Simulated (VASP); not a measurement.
# Ti12Si23 (a cell with a defect) in VASP: single point with PBE

Aim: the single point of Ti12Si23 (a cell with a defect) with PBE.

Everything below comes from runs of VASP 6.6.1. Logs are shortened: lines on timing, memory, paths and dates and some standing lists are left out, and cuts for length are marked.

## Step 1: The cell of the first run

The cell holds a defect, 35 atoms: a = 8.270 Å, b = 8.386 Å, c = 8.386 Å, α = 118.63°, β = 90.00°, γ = 90.00°.

## Step 2: Single point, PBE (atoms taken out, then relaxed in part)

File INCAR:

```
SYSTEM = Ti12Si23
PREC     = Accurate       ! precision mode
ENCUT    = 520            ! plane-wave cutoff, eV
EDIFF    = 1E-7           ! SCF threshold, eV
ISMEAR   = 0              ! smearing method
SIGMA    = 0.1            ! smearing width, eV
LREAL    = Auto         
LASPH    = .TRUE.         ! aspherical terms in the spheres
NELM     = 60             ! most SCF steps
ALGO     = Normal         ! electronic algorithm
ISIF     = 2              ! what is computed and relaxed
LWAVE    = .FALSE.        ! write WAVECAR
LCHARG   = .TRUE.         ! write CHGCAR
GGA      = PE             ! functional
LELF     = .TRUE.         ! ELF
LVHAR    = .TRUE.       
NBANDS   = 141            ! bands
```

File KPOINTS:

```
Automatic mesh
0
G
  3 3 3
  0 0 0
```

File POSCAR:

```
Ti12Si23
1.0
    0.0000000000     -8.2703622525      0.0000000000
    7.2116067341      0.0000000000      4.2795976050
   -7.2116067341      0.0000000000      4.2795976050
Ti Si
12 23
Direct
    0.7477313802      0.8325651163      0.6653916348
    0.2507863832     -0.0009118235      0.5016361206
    0.7477313802      0.5007682170      1.0012750319
    0.2485010151      0.6666666667      0.8333333333
    0.7550556373      0.1666666667      0.3333333333
    0.2507863832      0.3342451569      0.1650305460
    0.0001406960      0.4985457853      0.4987951509
    0.5015673081      0.6666666667      0.3333333333
    0.0015613281      0.1666666667      0.8333333333
    0.4967004729      0.3326292288      0.6636500909
    0.0001406960      0.8347875480      0.1678715158
    0.4967004729      1.0007041045      0.0030165758
    0.3385865284      0.4990445308      0.5008715452
    0.9141221147      0.3330665788      0.1662992954
    0.4112881278      0.8316699491      0.6673789551
    0.9141221147      0.0002667545      0.5003673713
    0.4112881278      0.5016633842     -0.0007122884
    0.9123894656      0.6666666667      0.8333333333
    0.1003644874      0.1666666667      0.3333333333
    0.5823650784      0.3307137621      0.1723339361
    0.0847990717      0.8325179480      0.6678613637
    0.5823650784      1.0026195713      0.4943327306
    0.0847990717      0.5008153853     -0.0011946971
    0.5860845907      0.6666666667      0.8333333333
    0.8370763682      0.6666666667      0.3333333333
    0.3380968539      0.1666666667      0.8333333333
    0.8372036937      0.3332021132      0.6678733274
    0.3385865284      0.8342888026      0.1657951215
    0.8372036937      1.0001312201     -0.0012066607
    0.6594354551      0.4956935220      0.4991364880
    0.1634518551      0.6666666667      0.3333333333
    0.6625189949      0.1666666667      0.8333333333
    0.1669192752      0.3318798796      0.6620811121
    0.6594354551      0.8376398113      0.1675301787
    0.1669192752      1.0014534537      0.0045855545
```

Potentials or basis: VASP PAW PBE potentials, release 64 (Ti_sv, Si).

Command:

```bash
cat potpaw_PBE.64/Ti_sv/POTCAR potpaw_PBE.64/Si/POTCAR > POTCAR
mpirun -np 1 vasp_std > vasp.out
```

OUTCAR:

```text
SYSTEM = Ti12Si23
   PREC = Accurate
   ENCUT = 520
   EDIFF = 1E-7
   ISMEAR = 0
   LREAL = Auto
   LASPH = .TRUE.
   NELM = 60
   ISIF = 2
   GGA = PE

 ion  position               nearest neighbor table
   1  0.748  0.833  0.665-  25 2.55  32 2.56  29 2.56  30 2.59  24 2.75  18 2.77  16 2.77  15 2.78
                            21 2.79  22 2.81
   2  0.251  0.999  0.502-  33 2.55  26 2.55  31 2.55  28 2.58  19 2.72  22 2.74  15 2.74  21 2.76
                            16 2.78
   3  0.748  0.501  0.001-  25 2.55  32 2.56  27 2.56  34 2.59  24 2.75  18 2.77  14 2.77  17 2.78
                            23 2.79  20 2.81
   4  0.249  0.667  0.833-  35 2.56  33 2.56  13 2.56  28 2.56  15 2.74  17 2.74  21 2.75  23 2.75
                            18 2.78  24 2.79
   5  0.755  0.167  0.333-  30 2.55  34 2.55  29 2.55  27 2.55  14 2.74  16 2.74  20 2.74  22 2.74
                            19 2.86
   6  0.251  0.334  0.165-  35 2.55  26 2.55  31 2.55  13 2.58  19 2.72  20 2.74  17 2.74  23 2.76
                            14 2.78
   7  0.000  0.499  0.499-  14 2.55  21 2.56  18 2.57  19 2.58  33 2.75  25 2.76  31 2.76  27 2.76
                            13 2.80  30 2.82
   8  0.502  0.667  0.333-  20 2.56  22 2.56  17 2.57  15 2.57  34 2.76  30 2.76  28 2.77  13 2.77
                            25 2.77  31 2.80
   9  0.002  0.167  0.833-  23 2.55  21 2.55  16 2.56  14 2.56  27 2.75  29 2.75  26 2.78  33 2.79
[... 39 lines left out ...]
  29  0.837  0.000  0.999-  18 2.53  14 2.53   5 2.55   1 2.56  35 2.73   9 2.75  11 2.76  32 2.80
                            34 2.81  12 2.82
  30  0.659  0.496  0.499-  20 2.49  24 2.54   5 2.55   1 2.59  13 2.65  10 2.72   8 2.76  27 2.81
                             7 2.82  25 2.84
  31  0.163  0.667  0.333-  21 2.55  23 2.55   2 2.55   6 2.55  25 2.70  11 2.76   7 2.76   8 2.80
                            28 2.82  13 2.82
  32  0.663  0.167  0.833-   3 2.56   1 2.56  22 2.58  20 2.58  26 2.68  10 2.78  12 2.78  27 2.80
                            29 2.80   9 2.80
  33  0.167  0.332  0.662-  19 2.48   2 2.55   4 2.56  23 2.57  27 2.73  10 2.73   7 2.75  13 2.76
                             9 2.79  26 2.81
  34  0.659  0.838  0.168-  22 2.49  24 2.54   5 2.55   3 2.59  28 2.65  12 2.72   8 2.76  29 2.81
                            11 2.82  25 2.84
  35  0.167  0.001  0.005-  19 2.48   6 2.55   4 2.56  21 2.57  29 2.73  12 2.73  11 2.75  28 2.76
                             9 2.79  26 2.81

  LATTYP: Found a base centered orthorhombic cell.
 ALAT       =     8.5591952100
 B/A-ratio  =     1.6851132746
 C/A-ratio  =     0.9662546594

  Lattice vectors:

 A1 = (   7.2116067341,   0.0000000000,   4.2795976050)
 A2 = (  -7.2116067341,   0.0000000000,   4.2795976050)
 A3 = (   0.0000000000,  -8.2703622525,   0.0000000000)

Analysis of symmetry for initial positions (statically):
=====================================================================
 Subroutine PRICEL returns:
 Original cell was already a primitive cell.

[... 188 lines left out ...]
   EFERMI =   0.00;   METHOD = LEGACY
   ISMEAR =     0;   SIGMA  =   0.10  broadening in eV -4-tet -1-fermi 0-gaus
   EFERMI_NEDOS =   21; number of points for ismear=-14 and -15
   IALGO  =     38    algorithm
   IMIX   =      4    mixing-type and parameters
     AMIX     =   0.40;   BMIX     =  1.00
     AMIX_MAG =   1.60;   BMIX_MAG =  1.00
  volume/ion in A,a.u.               =      14.59        98.43
  Fermi-wavevector in a.u.,A,eV,Ry     =   1.265850  2.392110 21.801661  1.602377
  Thomas-Fermi vector in A             =   2.399082
   LORBIT       =      0    0 simple, 1 ext, 2 COOP (PROOUT), +10 PAW based schemes
   GGA     = PE    functional components
   LHFCALC =     F    Hartree Fock is set to
   AEXX    =    0.0000 exact exchange contribution
   IVDW    =     0    specifies the selected vdW correction
   LEPSILON=     F    determine dielectric tensor
   LRPA    =     F    only Hartree local field effects (RPA)
 non-spin polarized calculation
 Gauss-broadening in eV      SIGMA  =   0.10
  energy-cutoff  :      520.00
  volume of cell :      510.49
 maximum number of plane-waves:     13765
 NGX is ok and might be reduce to    64
   NGX = 31   NGY = 31   NGZ = 31

 number of electron     236.0000004 magnetization

 Free energy of the ion-electron system (eV)
  ---------------------------------------------------
  ext. energy  EPLUGINS =         0.00000000
  ---------------------------------------------------
  free energy    TOTEN  =      -236.38010825 eV

  energy without entropy =     -236.30257831  energy(sigma->0) =     -236.34134328

 E-fermi :   9.6195     XC(G=0): -11.5314

 val. band max:        9.5898256120   @ k =   0.3333   0.0000   0.0000
 cond. band min:       9.6296793796   @ k =  -0.3333   0.0000   0.3333
 fundamental gap:      0.0398537676
 Fermi energy:         9.6195213690

 k-point     1 :       0.0000    0.0000    0.0000
  band No.  band energies     occupation
      1     -46.8201      2.00000
      2     -46.8195      2.00000
      3     -46.7728      2.00000
      4     -46.7481      2.00000
      5     -46.7463      2.00000
      6     -46.7410      2.00000
[... 1319 lines left out ...]
    129      11.1024      0.00000
    130      11.1676      0.00000
 [bands above 130 left out]

------------------------ aborting loop because EDIFF is reached ----------------------------------------

  FORCE on cell =-STRESS in cart. coord.  units (eV):
  Direction    XX          YY          ZZ          XY          YZ          ZX
  --------------------------------------------------------------------------------------
  -------------------------------------------------------------------------------------
  Total        0.6858434     -3.3225305      0.0424201      0.0000000      0.0000000      0.5824506
  in kB        2.1525142    -10.4277366      0.1331351      0.0000000      0.0000000      1.8280169
  external PRESSURE =      -2.7140291 kB  Pullay stress =       0.0000000 kB

 VOLUME and BASIS-vectors are now :
 -----------------------------------------------------------------------------
  energy-cutoff  :      520.00
  volume of cell :      510.49
      direct lattice vectors                 reciprocal lattice vectors
     0.000000000 -8.270362253  0.000000000     0.000000000 -0.120913688  0.000000000
     7.211606734  0.000000000  4.279597605     0.069332677  0.000000000  0.116833414
    -7.211606734  0.000000000  4.279597605    -0.069332677  0.000000000  0.116833414

 POSITION                                       TOTAL-FORCE (eV/Angst)
 -----------------------------------------------------------------------------------
      1.20559     -6.18401      6.41065        -0.009543     -0.002739     -0.013663
      3.58743     -2.07409      6.42250        -0.005951      0.002166     -0.002748
      3.60215     -6.18401      2.14854         0.009543     -0.002739      0.013663
     -1.20193     -2.05519      6.41940        -0.000000      0.014485     -0.000000
     -1.20193     -6.24458      2.13980        -0.000000     -0.002218     -0.000000
      1.22031     -2.07409      2.13670         0.005951      0.002166      0.002748
[... 27 lines left out ...]
      4.83257     -5.45377      4.30172        -0.004166     -0.000626     -0.000024
     -0.02259     -1.38048      0.02584        -0.000822      0.004291      0.004313
 -----------------------------------------------------------------------------------
    total drift:                                0.000119     -0.027568     -0.000013

  FREE ENERGIE OF THE ION-ELECTRON SYSTEM (eV)
  ---------------------------------------------------
  free  energy   TOTEN  =      -236.3801082535 eV

  energy  without entropy=     -236.3025783078  energy(sigma->0) =     -236.34134328
```

OSZICAR:

```text
N       E                     dE             d eps       ncg     rms          rms(c)
DAV:   1     0.287886874204E+04    0.28789E+04   -0.10585E+05  2820   0.178E+03
DAV:   2     0.204496172639E+03   -0.26744E+04   -0.25999E+04  2820   0.556E+02
DAV:   3    -0.205943718920E+03   -0.41044E+03   -0.39597E+03  4058   0.186E+02
[... 15 lines left out ...]
DAV:  19    -0.236380107743E+03   -0.97185E-06   -0.73864E-06  3952   0.113E-02    0.337E-03
DAV:  20    -0.236380107946E+03   -0.20319E-06   -0.77271E-07  3240   0.481E-03    0.190E-03
DAV:  21    -0.236380108066E+03   -0.11991E-06   -0.33201E-07  2432   0.386E-03    0.884E-04
DAV:  22    -0.236380108209E+03   -0.14314E-06   -0.61960E-08  1776   0.160E-03    0.318E-04
DAV:  23    -0.236380108254E+03   -0.44172E-07   -0.28626E-08  1752   0.722E-04
   1 F= -.23638011E+03 E0= -.23634134E+03  d E =-.775299E-01
```

Run time: 17 min. Hardware: 1 thread of AMD EPYC 9R45 (Zen 5), shared host; peak memory 0.79 GiB.

Results:

```
Free energy            : -236.3801 eV
Pressure               : -0.3 GPa
Largest force          : 0.019 eV/Å
Band gap on the k mesh : zero (bands 118 and 119 overlap by 0.82 eV)
```

Forces on the atoms (eV/Å):
```
Ti  -0.010 -0.003 -0.014
Ti  -0.006  0.002 -0.003
Ti   0.010 -0.003  0.014
Ti   0.000  0.014  0.000
Ti   0.000 -0.002  0.000
Ti   0.006  0.002  0.003
Ti  -0.002  0.003 -0.019
Ti   0.000 -0.003  0.000
Ti   0.000 -0.017  0.000
Ti   0.003  0.003  0.002
Ti   0.002  0.003  0.019
Ti  -0.003  0.003 -0.002
Si  -0.004  0.006  0.003
Si  -0.002  0.002  0.002
Si  -0.001 -0.005 -0.001
Si   0.002  0.002 -0.002
Si   0.001 -0.005  0.001
Si   0.000  0.007  0.000
Si   0.000 -0.006  0.000
Si  -0.007 -0.004 -0.005
Si   0.000 -0.002 -0.001
Si   0.007 -0.004  0.005
Si   0.000 -0.002  0.001
Si   0.000 -0.003  0.000
Si   0.000 -0.007  0.000
Si   0.000  0.009  0.000
Si   0.004 -0.005 -0.003
Si   0.004  0.006 -0.003
Si  -0.004 -0.005  0.003
Si   0.004 -0.001  0.000
Si   0.000  0.004  0.000
Si   0.000  0.004  0.000
Si   0.001  0.004 -0.004
Si  -0.004 -0.001  0.000
Si  -0.001  0.004  0.004
```

Caveat: the cell differs from its parent crystal (atoms taken out, then relaxed in part).
